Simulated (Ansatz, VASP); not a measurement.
**SiMo3 in VASP and in Ansatz**

File INCAR:

```
PREC = Accurate
ENCUT = 520
EDIFF = 1E-6
ISMEAR = 0
SIGMA = 0.1
LREAL = F
LASPH = T
NELM = 150
ALGO = Fast
ISIF = 2
LWAVE = F
LCHARG = T
ISPIN = 2
MAGMOM = 0 1 1 1
LORBIT = 11
LMAXMIX = 4
GGA = PE
LELF = T
LVHAR = T
NBANDS = 35
```

The input KPOINTS:

```
Automatic mesh
0
Gamma
  6 6 4
```

File POSCAR:

```
SiMo3
1.0
    3.5875617196      0.0000000000      0.0000000000
    0.0000000000      3.5875617196      0.0000000000
    0.0000000000      0.0000000000      5.2733473424
Si Mo
1 3
Direct
    0.0000000000      0.0000000000      0.5000000000
    0.0000000000      0.0000000000      0.0000000000
    0.5000000000      0.5000000000      0.5000000000
    0.5000000000      0.5000000000      0.0000000000
```

Input for Ansatz:

```yaml
crystal:
  lattice:
    - [3.5875617196, 0.0, 0.0]
    - [0.0, 3.5875617196, 0.0]
    - [0.0, 0.0, 5.2733473424]
  atoms:
    - { symbol: Si, position: [0.0, 0.0, 0.5] }
    - { symbol: Mo, position: [0.0, 0.0, 0.0], spin: 1.0 }
    - { symbol: Mo, position: [0.5, 0.5, 0.5], spin: 1.0 }
    - { symbol: Mo, position: [0.5, 0.5, 0.0], spin: 1.0 }
basis:
  ecutwfc: 420
kpoints:
  mp_grid: { grid: [6, 6, 4] }
hamiltonian:
  xc: pbe
scf:
  occupations: { method: gaussian, width: 0.1 }
  lower_state_search: "off"
output:
  forces: true
  stress: true
  eigenvalues: true
  populations: true
magnetization:
  spin_polarized: true
```

Alike in both runs: task single point; functional PBE; k mesh 6 × 6 × 4; occupations gaussian, width 0.1 eV; collinear spin.

```csv
,VASP,Ansatz
version,VASP 6.6.1,Ansatz 0.2.0
potentials or method,"VASP PAW PBE potentials, release 64 (Si, Mo_sv), cutoff 520 eV","scalar-relativistic, plane waves, PAW"
valence electrons in the cell,46,46
```

Ansatz gave:

- gap on the k mesh at the Fermi level (eV): none
- pressure (GPa): 0.2
- traceless stress, the component that is largest in VASP (GPa): 0.16
- net moment per atom (μB): 0.00

Estimate VASP's values.

gap on the k mesh at the Fermi level (eV): none; pressure (GPa): 0.5; traceless stress, the component that is largest in VASP (GPa): 0.05; net moment per atom (μB): 0.00.

A gap of «none» marks a metal or a gap that the smearing closes. Ansatz's warnings: seeded moment not kept.
